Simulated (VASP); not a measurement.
Set up this calculation in VASP 6.6.1, as the native input.

| Item | Value |
| --- | --- |
| Task | single point |
| Functional | PBE |
| Potentials or basis | VASP PAW PBE potentials, release 64 (Ba_sv, Te) |
| Cutoff | 500 eV |
| k mesh | 7 × 7 × 7 |
| Occupations | fermi-dirac, width 0.05 eV |
| Spin | no spin polarisation |
| Dipole correction | no |
| Further INCAR settings | ALGO = Normal; EDIFF = 1e-06; NBANDS = 15 |

The structure of BaTe lies in POSCAR:

```
BaTe
1.0
    0.0000000000      3.4548735670      3.4548735670
    3.4548735670      0.0000000000      3.4548735670
    3.4548735670      3.4548735670      0.0000000000
Ba Te
1 1
Direct
    0.0000000000      0.0000000000      0.0000000000
    0.5000000000      0.5000000000      0.5000000000
```

These files were run (other wordings do the same):

INCAR

```
ALGO = Normal
EDIFF = 1E-6
ENCUT = 500
GGA = PE
GGA_COMPAT = False
ISIF = 2
ISMEAR = -1
LASPH = True
LCHARG = False
LREAL = False
LWAVE = False
NBANDS = 15
NELM = 120
PREC = Accurate
SIGMA = 0.05
```

KPOINTS

```
k-points
0
Gamma
  7 7 7
```

Potentials or basis: VASP PAW PBE potentials, release 64 (Ba_sv, Te).

The run is started by

```console
$ cat potpaw_PBE.64/Ba_sv/POTCAR potpaw_PBE.64/Te/POTCAR > POTCAR
$ mpirun -np 1 vasp_std > vasp.out
```

It gave:

```
Pressure               : 2.6 GPa
Band gap on the k mesh : 1.48 eV, indirect (least direct gap 1.86 eV)
```

Caveat: spin-orbit coupling is left out, which moves the levels of the heavy elements.

Run time: 9.9 s on 1 thread of Intel(R) Xeon(R) 6975P-C (Granite Rapids) (shared host), peak memory 0.21 GiB.
